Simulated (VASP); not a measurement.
Tl2BiN3:

```
Tl Bi N
1.0
     2.61522   -5.53297    0.00000
     2.61522    5.53297    0.00000
     0.00000    0.00000    4.11851
Tl Bi N
2 1 3
Direct
  0.65497 0.34503 0.50000
  0.34503 0.65497 0.50000
  0.00000 0.00000 0.00000
  0.14539 0.85461 0.50000
  0.85461 0.14539 0.50000
  0.50000 0.50000 0.00000
```

| Item | Value |
| --- | --- |
| Program | VASP 6.6.1 |
| Task | relaxation of cell and atoms |
| Functional | PBEsol |
| Potentials or basis | VASP PAW PBE potentials, release 64 (Tl_d, Bi_d, N) |
| Cutoff | 600 eV |
| k mesh | 4 × 4 × 6 |
| Occupations | fermi-dirac, width 0.03 eV |
| Spin | no spin polarisation |

At the start: pressure -11.7 GPa; volume 19.86 Å³/atom.

**Question.** Where does the relaxation end?

**Answer.** Over 15 steps the energy falls by 168.2 meV/atom and the volume is 16.65 Å³/atom (-16.2 %); space group Cmmm (No. 65, to 0.1 Å) before and after.

Step by step:
```
step  energy change (eV)  largest force (eV/Å)  pressure (GPa)  volume (Å³)
   1              0.0000                0.8774          -11.66       119.19
   2             -0.8611                0.6550            6.23        95.92
   3             -0.9217                0.7627            1.20        99.89
   4             -0.9895                0.2976            0.37        99.92
   5             -0.9902                0.2532            0.41        99.92
   6             -1.0004                0.1609           -0.37       100.50
   7             -1.0031                0.0780           -1.03       100.99
   8             -1.0085                0.0168           -0.19       100.09
   9             -1.0086                0.0351            0.00        99.91
  10             -1.0091                0.0107            0.04        99.84
  11             -1.0092                0.0228            0.06        99.79
  12             -1.0092                0.0198            0.06        99.80
  13             -1.0092                0.0128            0.05        99.82
  14             -1.0092                0.0191            0.06        99.80
  15             -1.0092                0.0096           -0.02        99.88
```

Final structure:
```
Tl Bi N
1.0
     2.44745   -5.48659    0.00000
     2.44745    5.48659    0.00000
     0.00000    0.00000    3.71890
Tl Bi N
2 1 3
Direct
  0.64979 0.35021 0.50000
  0.35021 0.64979 0.50000
  0.00000 0.00000 0.00000
  0.14417 0.85583 0.50000
  0.85583 0.14417 0.50000
  0.50000 0.50000 0.00000
```

Caveat: the volume moved by over 15 % at a fixed basis, so the end points are rough; the PAW data sets were made with another functional, which shifts forces and pressure a little.
